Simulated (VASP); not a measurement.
Write the native input for VASP 6.6.1 that does the following.

- Task: relaxation of cell and atoms
- Functional: PBE
- Potentials or basis: VASP PAW PBE potentials, release 64 (K_sv, Br)
- Cutoff: 600 eV
- k mesh: 8 × 8 × 8
- Occupations: gaussian, width 0.1 eV
- Spin: no spin polarisation
- Dipole correction: no
- Further INCAR settings: ALGO = Normal; EDIFF = 1e-06; IBRION = 2; EDIFFG = -0.01; NSW = 100; ISIF = 3

The structure of K3Br lies in POSCAR:

```
K3Br
1.0
    5.8266696977      0.0000000000      0.0000000000
    0.0000000000      5.8266696977      0.0000000000
    0.0000000000      0.0000000000      5.8266696977
K Br
3 1
Direct
    0.0000000000      0.5000000000      0.5000000000
    0.5000000000      0.0000000000      0.5000000000
    0.5000000000      0.5000000000      0.0000000000
    0.0000000000      0.0000000000      0.0000000000
```

The input as run:

INCAR

```
SYSTEM = K3Br
PREC = Accurate
ENCUT = 600
EDIFF = 1E-6
ISMEAR = 0
SIGMA = 0.1
LREAL = .False.
LASPH = .True.
NELM = 60
ALGO = Normal
ISIF = 3
LWAVE = .False.
LCHARG = .False.
GGA = PE
IBRION = 2
NSW = 100
EDIFFG = -0.01
```

KPOINTS

```
Automatic mesh
0
Gamma
  8 8 8
  0 0 0
```

Potentials or basis: VASP PAW PBE potentials, release 64 (K_sv, Br).

The run is started by

```sh
$ cat potpaw_PBE.64/K_sv/POTCAR potpaw_PBE.64/Br/POTCAR > POTCAR
$ mpirun -np 1 vasp_std > vasp.out
```

Results of the run:

- Relaxed volume: 52.05 Å³/atom
- Relaxed cell: a = 5.927 Å, b = 5.927 Å, c = 5.927 Å, α = 90.00°, β = 90.00°, γ = 90.00°
- Space group after relaxing (to 0.1 Å): Pm-3m (No. 221)
- Energy gained by relaxing: 2.5 meV/atom
- Ionic steps: 4
- Pressure after relaxing: 0.0 GPa
- Band gap on the k mesh: zero (bands 17 and 18 overlap by 0.78 eV)

It took 11 min on 1 thread of Intel Xeon 8259CL (shared host), peak memory 0.45 GiB.
